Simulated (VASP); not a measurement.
Here is a VASP 6.6.1 calculation.

Contents of INCAR:

```
  PREC = Accurate
  ENCUT = 520
  EDIFF = 1E-6
  ISMEAR = -1
  SIGMA = 0.1
  LREAL = False
  LASPH = True
  NELM = 60
  ALGO = Normal
  ISIF = 2
  LWAVE = False
  LCHARG = False
  GGA = PS
  NBANDS = 11
```

KPOINTS

```
Automatic mesh
0
Gamma
  9 9 9
```

File POSCAR:

```
Ba
1.0
    3.6492086223      0.0000000000      0.0000000000
    0.0000000000      3.6492086223      0.0000000000
    0.0000000000      0.0000000000      3.6492086223
Ba
1
Direct
    0.0000000000      0.0000000000      0.0000000000
```

Potentials or basis: VASP PAW PBE potentials, release 64 (Ba_sv).

Run with:

```console
$ cat potpaw_PBE.64/Ba_sv/POTCAR > POTCAR
$ mpirun -np 1 vasp_std > vasp.out
```

Task: Estimate the band gap on the k mesh.

Result: Zero (bands 5 and 6 overlap by 0.13 eV).

Task: What does it give for the pressure?

Result: 1.7 GPa.

Caveat: the PAW data sets were made with another functional, which shifts forces and pressure a little; spin-orbit coupling is left out, which moves the levels of the heavy elements.
